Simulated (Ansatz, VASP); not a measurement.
**Two plane-wave programs on ZnRuC4N4**

```
CELL_PARAMETERS angstrom
5.95504 0.00000 0.00000
0.00000 5.95504 0.00000
0.00000 0.00000 5.95504
ATOMIC_POSITIONS crystal
Zn 0.00000 0.00000 0.00000
Ru 0.50000 0.50000 0.50000
C 0.19356 0.19356 0.19356
C 0.19356 0.80644 0.80644
C 0.80644 0.19356 0.80644
C 0.80644 0.80644 0.19356
N 0.30720 0.30720 0.30720
N 0.30720 0.69280 0.69280
N 0.69280 0.30720 0.69280
N 0.69280 0.69280 0.30720
```

Alike in both runs: functional PBE; k mesh 4 × 4 × 4; occupations gaussian, width 0.1 eV; collinear spin.

Ansatz relaxed the structure, and its values are those at the end. VASP's run is a single point on that final structure, the one shown.

```csv
,VASP,Ansatz
version,VASP 6.6.1,Ansatz 0.2.0
potentials or method,"VASP PAW PBE potentials, release 64 (Zn, Ru_pv, C, N), cutoff 520 eV","scalar-relativistic, plane waves, PAW"
valence electrons in the cell,62,64
```

```csv
,VASP,Ansatz,Ansatz less VASP
gap on the k mesh at the Fermi level (eV),none,none,-
pressure (GPa),0.7,0.4,-0.36
rms of the force components (eV/Å),0.170,0.022,-0.1478
net moment per atom (μB),0.20,0.20,0.000
size of the moment on the site where the two differ most (μB),1.34,0.98,-0.355
```

Site moments also hang on the region over which each program counts them. A gap of «none» marks a metal or a gap that the smearing closes. One of these differences is far larger than is usual between the two programs; its cause wasn't traced. VASP's potentials hold 62 valence electrons a cell and Ansatz's 64, so a difference there can come from the potentials and not from the codes.

Noted on VASP's run: the standard files for N, O and F lose accuracy on very short bonds.
